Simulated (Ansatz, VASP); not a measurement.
InSb in VASP and in Ansatz

```
In Sb
1.0
     4.60959    0.00000    0.00000
     0.00000    6.51894    0.00000
     0.00000    0.00000    4.60959
In Sb
2 2
Direct
  0.00000 0.00000 0.00000
  0.50000 0.50000 0.50000
  0.00000 0.25000 0.50000
  0.50000 0.75000 0.00000
```

Alike in both runs: functional PBEsol; k mesh 10 × 8 × 10; occupations gaussian, width 0.1 eV; no spin polarisation.

Ansatz relaxed the structure, and its values are those at the end. VASP's run is a single point on that final structure, the one shown.

|  | VASP | Ansatz |
| --- | --- | --- |
| version | VASP 6.6.1 | Ansatz 0.2.0 |
| potentials or method | VASP PAW PBE potentials, release 64 (In_d, Sb), cutoff 500 eV | scalar-relativistic, plane waves, PAW |
| valence electrons in the cell | 36 | 56 |

|  | VASP | Ansatz | Ansatz less VASP |
| --- | --- | --- | --- |
| gap on the k mesh at the Fermi level (eV) | none | none | - |
| pressure (GPa) | 0.0 | 0.0 | -0.02 |

VASP's potentials were made for PBE, not for PBEsol. A gap of «none» marks a metal or a gap that the smearing closes. With one functional, cell and mesh, what is left measures potentials, basis and numerics. VASP's potentials hold 36 valence electrons a cell and Ansatz's 56, so a difference there can come from the potentials and not from the codes. Ansatz's warnings: stress scf threshold loose.

Neither program's run includes spin-orbit coupling.
